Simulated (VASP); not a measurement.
Input of a VASP 6.6.1 run:

File INCAR:

```
SYSTEM = AlNi
PREC = Accurate ; ENCUT = 520
EDIFF = 1E-7 ; ISMEAR = 0
SIGMA = 0.1 ; LREAL = .FALSE.
LASPH = .TRUE. ; NELM = 80
ALGO = Normal ; ISIF = 2
LWAVE = .FALSE. ; LCHARG = .FALSE.
GGA = PS ; NBANDS = 14
```

KPOINTS

```
regular mesh
0
G
  14 14 14
  0 0 0
```

Contents of POSCAR:

```
AlNi
1.0
    2.8623511591      0.0000000000      0.0000000000
    0.0000000000      2.8623511591      0.0000000000
    0.0000000000      0.0000000000      2.8623511591
Al Ni
1 1
Direct
    0.5000000000      0.5000000000      0.5000000000
    0.0000000000      0.0000000000      0.0000000000
```

Potentials or basis: VASP PAW PBE potentials, release 64 (Al, Ni).

Run with:

```console
$ cat potpaw_PBE.64/Al/POTCAR potpaw_PBE.64/Ni/POTCAR > POTCAR
$ mpirun -np 1 vasp_std > vasp.out
```

What does it give for the pressure?

0.1 GPa.

Caveat: the PAW data sets were made with another functional, which shifts forces and pressure a little. Spin polarisation is off, so any magnetic state and its effect on volume and gap are missing.
